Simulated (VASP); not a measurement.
A run of VASP 6.6.1 is set up as follows.

INCAR

```
ALGO     = Normal         # electronic algorithm
EDIFF    = 1E-7           # SCF threshold, eV
ENCUT    = 520            # plane-wave cutoff, eV
ISIF     = 2              # what is computed and relaxed
ISMEAR   = -1             # smearing method
LASPH    = True           # aspherical terms in the spheres
LCHARG   = False          # write CHGCAR
LREAL    = False          # projectors in reciprocal space
LWAVE    = False          # write WAVECAR
NBANDS   = 17             # bands
NELM     = 100            # most SCF steps
PREC     = Accurate       # precision mode
SIGMA    = 0.02           # smearing width, eV
```

The input KPOINTS:

```
k-points
0
Gamma
  8 8 8
```

The input POSCAR:

```
PbO
1.0
    3.1793716483      0.0000000000      0.0000000000
    0.0000000000      3.1793716483      0.0000000000
    0.0000000000      0.0000000000      3.1793716483
Pb O
1 1
Direct
    0.0000000000      0.0000000000      0.0000000000
    0.5000000000      0.5000000000      0.5000000000
```

Potentials or basis: VASP PAW LDA potentials, release 64 (Pb_d, O).

Command:

```console
$ cat potpaw_LDA.64/Pb_d/POTCAR potpaw_LDA.64/O/POTCAR > POTCAR
$ mpirun -np 1 vasp_std > vasp.out
```

Question: What does it give for the pressure?

Answer: -5.3 GPa.

Question: Predict the band gap on the k mesh.

Answer: 0.41 eV, indirect (least direct gap 0.82 eV).

Caveat: spin-orbit coupling is left out, which moves the levels of the heavy elements. A k mesh can miss the band edges.
